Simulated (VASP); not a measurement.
# BaF2 (Fm-3m) in VASP: notebook

BaF2 is run at these levels: PBEsol, HSE06; tasks: single point.

Everything below comes from runs of VASP 6.6.1. Logs are shortened: lines on timing, memory, paths and dates and some standing lists are left out, and cuts for length are marked.

**1. The cell of the first run**

Symmetry: Fm-3m, No. 225, cubic system. The conventional cell has a = 6.194 Å, b = 6.194 Å, c = 6.194 Å, α = 90.00°, β = 90.00°, γ = 90.00°. Ba (site symmetry m-3m) has 8 F at 2.68 Å within 3.5 Å. F (site symmetry -43m) has 4 Ba at 2.68 Å and 6 F at 3.10 Å within 3.5 Å.

**2. Single point, PBEsol**

Input file INCAR:

```
PREC = Accurate
ENCUT = 600
EDIFF = 1E-6
ISMEAR = 0
SIGMA = 0.01
LREAL = F
LASPH = T
NELM = 120
ALGO = Normal
ISIF = 2
LWAVE = F
LCHARG = F
GGA = PS
ISYM = 0
NBANDS = 19
GGA_COMPAT = F
```

Input file KPOINTS:

```
regular mesh
0
Gamma
  6 6 6
```

Input file POSCAR:

```
BaF2
1.0
    0.0000000000      3.0971637718      3.0971637718
    3.0971637718      0.0000000000      3.0971637718
    3.0971637718      3.0971637718      0.0000000000
Ba F
1 2
Direct
    0.0000000000      0.0000000000      0.0000000000
    0.2500000000      0.2500000000      0.2500000000
    0.7500000000      0.7500000000      0.7500000000
```

Potentials or basis: VASP PAW PBE potentials, release 64 (Ba_sv, F).

Run with:

```sh
$ cat potpaw_PBE.64/Ba_sv/POTCAR potpaw_PBE.64/F/POTCAR > POTCAR
$ mpirun -np 1 vasp_std > vasp.out
```

OUTCAR:

```text
PREC = Accurate
   ENCUT = 600
   EDIFF = 1E-6
   ISMEAR = 0
   LREAL = F
   LASPH = T
   NELM = 120
   ISIF = 2
   GGA = PS
   ISYM = 0

 ion  position               nearest neighbor table
   1  0.000  0.000  0.000-   3 2.68   3 2.68   3 2.68   2 2.68   3 2.68   2 2.68   2 2.68   2 2.68

   2  0.250  0.250  0.250-   1 2.68   1 2.68   1 2.68   1 2.68
   3  0.750  0.750  0.750-   1 2.68   1 2.68   1 2.68   1 2.68

IMPORTANT INFORMATION: All symmetrisations will be switched off!
NOSYMM: (Re-)initialisation of all symmetry stuff for point group C_1.

----------------------------------------------------------------------------------------

                                     Primitive cell

  volume of cell :      59.4186

  direct lattice vectors                    reciprocal lattice vectors
     0.000000000  3.097163772  3.097163772    -0.161438024  0.161438024  0.161438024
     3.097163772  0.000000000  3.097163772     0.161438024 -0.161438024  0.161438024
     3.097163772  3.097163772  0.000000000     0.161438024  0.161438024 -0.161438024

  length of vectors
     4.380051011  4.380051011  4.380051011     0.279618860  0.279618860  0.279618860

  position of ions in fractional coordinates (direct lattice)
     0.000000000  0.000000000  0.000000000
     0.250000000  0.250000000  0.250000000
     0.750000000  0.750000000  0.750000000

  ion indices of the primitive-cell ions
   primitive index   ion index
                 1           1
                 2           2
                 3           3

----------------------------------------------------------------------------------------

 KPOINTS: regular mesh

Automatic generation of k-mesh.
 Grid dimensions read from file:
 generate k-points for:    6    6    6

 Generating k-lattice:

  Cartesian coordinates                     Fractional coordinates (reciprocal lattice)
    -0.026906337  0.026906337  0.026906337     0.166666667  0.000000000  0.000000000
     0.026906337 -0.026906337  0.026906337     0.000000000  0.166666667  0.000000000
     0.026906337  0.026906337 -0.026906337     0.000000000  0.000000000  0.166666667

  Length of vectors
     0.046603143  0.046603143  0.046603143

  Shift w.r.t. Gamma in fractional coordinates (k-lattice)
     0.000000000  0.000000000  0.000000000

 Subroutine IBZKPT returns following result:
 ===========================================

 Found    112 irreducible k-points:

 Following reciprocal coordinates:
            Coordinates               Weight
  0.000000  0.000000  0.000000      1.000000
  0.166667  0.000000  0.000000      2.000000
  0.000000  0.166667  0.000000      2.000000
  0.000000  0.000000  0.166667      2.000000
  0.166667  0.166667  0.166667      2.000000
  0.333333  0.000000  0.000000      2.000000
[... 16 lines left out ...]
  0.166667 -0.166667 -0.166667      2.000000
  0.333333  0.333333  0.166667      2.000000
 [... further k-points ...]
   k-points           NKPTS =    112   k-points in BZ     NKDIM =    112   number of bands    NBANDS=     19
   number of dos      NEDOS =    301   number of ions     NIONS =      3
   total plane-waves  NPLWV =  46656
   dimension x,y,z NGX =    36 NGY =   36 NGZ =   36
   dimension x,y,z NGXF=    72 NGYF=   72 NGZF=   72
   ions per type =               1   2
   NGX,Y,Z   is equivalent  to a cutoff of  13.66, 13.66, 13.66 a.u.
   NGXF,Y,Z  is equivalent  to a cutoff of  27.33, 27.33, 27.33 a.u.
 SYSTEM =  unknown system
   PREC   = accura    normal or accurate (medium, high low for compatibility)
   ISTART =      0    job   : 0-new  1-cont  2-samecut
   ICHARG =      2    charge: 1-file 2-atom 10-const
   ISPIN  =      1    spin polarized calculation?
   LNONCOLLINEAR =      F non collinear calculations
   LSORBIT =      F    spin-orbit coupling
   LASPH  =      T    aspherical Exc in radial PAW
   ENCUT  =  600.0 eV  44.10 Ry    6.64 a.u.   8.75  8.75  8.75*2*pi/ulx,y,z
   NELM   =    120;   NELMIN=  2; NELMDL= -5     # of ELM steps
   EDIFF  = 0.1E-05   stopping-criterion for ELM
   LREAL  =      F    real-space projection
   EDIFFG = 0.1E-04   stopping-criterion for IOM
   NSW    =      0    number of steps for IOM
   IBRION =     -1    ionic relax: 0-MD 1-quasi-New 2-CG
   NFREE  =      0    steps in history (QN), initial steepest desc. (CG)
   ISIF   =      2    stress and relaxation
   ISYM   =      0    0-nonsym 1-usesym 2-fastsym
   POTIM  = 0.5000    time-step for ionic-motion
   TEBEG  =    0.0;   TEEND  =   0.0 temperature during run
   PSTRESS=    0.0 pullay stress
   NELECT =      24.0000    total number of electrons
   NUPDOWN=      -1.0000    fix difference up-down
   EMIN   =  10.00;   EMAX   =-10.00  energy-range for DOS
   EFERMI =   0.00;   METHOD = LEGACY
   ISMEAR =     0;   SIGMA  =   0.01  broadening in eV -4-tet -1-fermi 0-gaus
   EFERMI_NEDOS =   21; number of points for ismear=-14 and -15
   IALGO  =     38    algorithm
   IMIX   =      4    mixing-type and parameters
     AMIX     =   0.40;   BMIX     =  1.00
     AMIX_MAG =   1.60;   BMIX_MAG =  1.00
  volume/ion in A,a.u.               =      19.81       133.66
  Fermi-wavevector in a.u.,A,eV,Ry     =   1.210146  2.286844 19.925095  1.464453
  Thomas-Fermi vector in A             =   2.345702
   LORBIT       =      0    0 simple, 1 ext, 2 COOP (PROOUT), +10 PAW based schemes
   GGA     = PS    functional components
   LHFCALC =     F    Hartree Fock is set to
   AEXX    =    0.0000 exact exchange contribution
   IVDW    =     0    specifies the selected vdW correction
   LEPSILON=     F    determine dielectric tensor
   LRPA    =     F    only Hartree local field effects (RPA)
 non-spin polarized calculation
 Gauss-broadening in eV      SIGMA  =   0.01
  energy-cutoff  :      600.00
  volume of cell :       59.42
 maximum number of plane-waves:      2012
   NGX = 17   NGY = 17   NGZ = 17

 number of electron      24.0000001 magnetization

 Free energy of the ion-electron system (eV)
  ---------------------------------------------------
  ext. energy  EPLUGINS =         0.00000000
  ---------------------------------------------------
  free energy    TOTEN  =       -17.64529553 eV

  energy without entropy =      -17.64529553  energy(sigma->0) =      -17.64529553

 E-fermi :  -2.1287     XC(G=0):  -8.9257

 val. band max:       -2.1930730089   @ k =  -0.3333  -0.1667  -0.1667
 cond. band min:       4.4601275094   @ k =   0.0000   0.0000   0.0000
 fundamental gap:      6.6532005183
 Fermi energy:        -2.1286844272

 k-point     1 :       0.0000    0.0000    0.0000
  band No.  band energies     occupation
      1     -25.2509      2.00000
      2     -20.9911      2.00000
      3     -20.9461      2.00000
      4     -10.0761      2.00000
      5     -10.0761      2.00000
      6     -10.0761      2.00000
[... 11 lines left out ...]
     18       9.1678      0.00000
     19      13.1766      0.00000

 k-point     2 :       0.1667    0.0000    0.0000
  band No.  band energies     occupation
      1     -25.1996      2.00000
      2     -21.0257      2.00000
      3     -21.0033      2.00000
      4     -10.1251      2.00000
      5     -10.1192      2.00000
      6     -10.1192      2.00000
[... 11 lines left out ...]
     18       9.1933      0.00000
     19      12.1238      0.00000

 k-point     3 :       0.0000    0.1667    0.0000
  band No.  band energies     occupation
      1     -25.1996      2.00000
      2     -21.0257      2.00000
      3     -21.0033      2.00000
      4     -10.1251      2.00000
      5     -10.1192      2.00000
      6     -10.1192      2.00000
[... 11 lines left out ...]
     18       9.1933      0.00000
     19      12.1238      0.00000

 k-point     4 :       0.0000    0.0000    0.1667
  band No.  band energies     occupation
      1     -25.1996      2.00000
      2     -21.0257      2.00000
      3     -21.0033      2.00000
      4     -10.1251      2.00000
      5     -10.1192      2.00000
      6     -10.1192      2.00000
[... 11 lines left out ...]
     18       9.1933      0.00000
     19      12.1238      0.00000

 k-point     5 :       0.1667    0.1667    0.1667
  band No.  band energies     occupation
      1     -25.1996      2.00000
      2     -21.0257      2.00000
      3     -21.0033      2.00000
      4     -10.1251      2.00000
      5     -10.1192      2.00000
      6     -10.1192      2.00000
[... 11 lines left out ...]
     18       9.1933      0.00000
     19      12.1238      0.00000
[... 334 lines left out ...]
      2     -21.1457      2.00000
      3     -21.0715      2.00000
      4     -10.2772      2.00000
      5     -10.2768      2.00000
      6     -10.0605      2.00000
[... 11 lines left out ...]
     18       9.4371      0.00000
     19      11.8615      0.00000

 k-point    22 :       0.1667    0.3333    0.0000
  band No.  band energies     occupation
      1     -25.0921      2.00000
      2     -21.1457      2.00000
      3     -21.0715      2.00000
      4     -10.2772      2.00000
      5     -10.2768      2.00000
      6     -10.0605      2.00000
[... 11 lines left out ...]
     18       9.4371      0.00000
     19      11.8615      0.00000

 k-point    23 :       0.1667   -0.1667   -0.1667
  band No.  band energies     occupation
      1     -25.0921      2.00000
      2     -21.1457      2.00000
      3     -21.0715      2.00000
      4     -10.2772      2.00000
      5     -10.2768      2.00000
      6     -10.0605      2.00000
[... 11 lines left out ...]
     18       9.4371      0.00000
     19      11.8615      0.00000

 k-point    24 :       0.3333    0.3333    0.1667
  band No.  band energies     occupation
      1     -25.0921      2.00000
      2     -21.1457      2.00000
      3     -21.0715      2.00000
      4     -10.2772      2.00000
      5     -10.2768      2.00000
      6     -10.0605      2.00000
[... 11 lines left out ...]
     18       9.4371      0.00000
     19      11.8615      0.00000

 [... further k-points ...]

------------------------ aborting loop because EDIFF is reached ----------------------------------------

  FORCE on cell =-STRESS in cart. coord.  units (eV):
  Direction    XX          YY          ZZ          XY          YZ          ZX
  --------------------------------------------------------------------------------------
  -------------------------------------------------------------------------------------
  Total       -0.2012217     -0.2012267     -0.2012257      0.0000032      0.0000020     -0.0000019
  in kB       -5.4257894     -5.4259228     -5.4258963      0.0000856      0.0000538     -0.0000517
  external PRESSURE =      -5.4258695 kB  Pullay stress =       0.0000000 kB

 VOLUME and BASIS-vectors are now :
 -----------------------------------------------------------------------------
  energy-cutoff  :      600.00
  volume of cell :       59.42
      direct lattice vectors                 reciprocal lattice vectors
     0.000000000  3.097163772  3.097163772    -0.161438024  0.161438024  0.161438024
     3.097163772  0.000000000  3.097163772     0.161438024 -0.161438024  0.161438024
     3.097163772  3.097163772  0.000000000     0.161438024  0.161438024 -0.161438024

 POSITION                                       TOTAL-FORCE (eV/Angst)
 -----------------------------------------------------------------------------------
      0.00000      0.00000      0.00000        -0.000000      0.000000     -0.000000
      1.54858      1.54858      1.54858        -0.000000     -0.000000      0.000000
      4.64575      4.64575      4.64575         0.000000      0.000000      0.000000
 -----------------------------------------------------------------------------------
    total drift:                               -0.000001     -0.000001     -0.000000

  FREE ENERGIE OF THE ION-ELECTRON SYSTEM (eV)
  ---------------------------------------------------
  free  energy   TOTEN  =       -17.6452955250 eV

  energy  without entropy=      -17.6452955250  energy(sigma->0) =      -17.64529553
```

Wall time 2.3 min (1 thread of Intel Xeon Platinum 8488C (Sapphire Rapids), shared host); peak memory 0.3 GiB.

What came out:

```yaml
Free_energy: -17.6453 eV
Pressure: -0.5 GPa
Band_gap_on_the_k_mesh: 6.65 eV (least direct gap 6.72 eV)
```

Caveat: the PAW data sets were made with another functional, which shifts forces and pressure a little; spin-orbit coupling is left out, which moves the levels of the heavy elements.

[end of part 1 of 2]
